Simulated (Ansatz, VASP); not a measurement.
**One calculation of PbSe, two programs**

File POSCAR:

```
PbSe
1.0
    0.0000000000      3.0809197960      3.0809197960
    3.0809197960      0.0000000000      3.0809197960
    3.0809197960      3.0809197960      0.0000000000
Pb Se
1 1
Direct
    0.0000000000      0.0000000000      0.0000000000
    0.5000000000      0.5000000000      0.5000000000
```

INCAR.step1

```
SYSTEM = PbSe
ALGO     = Normal         ! electronic algorithm
EDIFF    = 1E-5           ! SCF threshold, eV
ENCUT    = 520            ! plane-wave cutoff, eV
GGA      = PE             ! functional
ISIF     = 2              ! what is computed and relaxed
ISMEAR   = -1             ! smearing method
LASPH    = .TRUE.         ! aspherical terms in the spheres
LREAL    = .FALSE.        ! projectors in reciprocal space
LWAVE    = .TRUE.         ! write WAVECAR
NBANDS   = 17             ! bands
NELM     = 80             ! most SCF steps
PREC     = Accurate       ! precision mode
SIGMA    = 0.05           ! smearing width, eV
```

File INCAR.step2:

```
SYSTEM = PbSe
AEXX     = 0.25           ! exact-exchange fraction
ALGO     = Normal         ! electronic algorithm
EDIFF    = 1E-6           ! SCF threshold, eV
ENCUT    = 520            ! plane-wave cutoff, eV
GGA      = PE             ! functional
ISIF     = 2              ! what is computed and relaxed
ISMEAR   = -1             ! smearing method
ISTART   = 1            
LASPH    = .TRUE.         ! aspherical terms in the spheres
LCHARG   = .TRUE.         ! write CHGCAR
LELF     = .TRUE.         ! ELF
LHFCALC  = .TRUE.         ! exact exchange
LREAL    = .FALSE.        ! projectors in reciprocal space
LVHAR    = .TRUE.       
LWAVE    = .FALSE.        ! write WAVECAR
NBANDS   = 17             ! bands
NELM     = 80             ! most SCF steps
PREC     = Accurate       ! precision mode
PRECFOCK = Normal       
SIGMA    = 0.05           ! smearing width, eV
```

The input KPOINTS:

```
k-points
0
G
  4 4 4
  0 0 0
```

input.yaml

```yaml
crystal:
  lattice:
    - [0.0, 3.080919796, 3.080919796]
    - [3.080919796, 0.0, 3.080919796]
    - [3.080919796, 3.080919796, 0.0]
  atoms:
    - { symbol: Pb, position: [0.0, 0.0, 0.0] }
    - { symbol: Se, position: [0.5, 0.5, 0.5] }
hamiltonian:
  xc: pbe0
  pseudopotentials: { kind: paw }
kpoints:
  mp_grid: { grid: [4, 4, 4] }
scf:
  occupations: { method: fermi_dirac, width: 0.05 }
output:
  forces: true
  stress: true
  eigenvalues: true
```

Alike in both runs: task single point; functional PBE0; k mesh 4 × 4 × 4; occupations fermi-dirac, width 0.05 eV; no spin polarisation.

|  | VASP | Ansatz |
| --- | --- | --- |
| version | VASP 6.6.1 | Ansatz 0.2.0 |
| potentials or method | VASP PAW PBE potentials, release 64 (Pb_d, Se) | Ansatz PAW |
| plane-wave cutoff (eV) | 520 | 420 |
| valence electrons in the cell | 20 | 30 |

|  | VASP | Ansatz | Ansatz less VASP |
| --- | --- | --- | --- |
| gap on the k mesh at the Fermi level (eV) | 1.44 | 1.36 | -0.077 |
| least direct gap on the mesh (eV) | 1.44 | 1.36 | -0.077 |
| pressure (GPa) | 0.1 | 0.3 | +0.24 |

With one functional, cell and mesh, what is left measures potentials, basis and numerics. VASP's potentials hold 20 valence electrons a cell and Ansatz's 30, so a difference there can come from the potentials and not from the codes.

The k mesh is coarse, so the values compare programs but aren't converged. Neither program's run includes spin-orbit coupling.
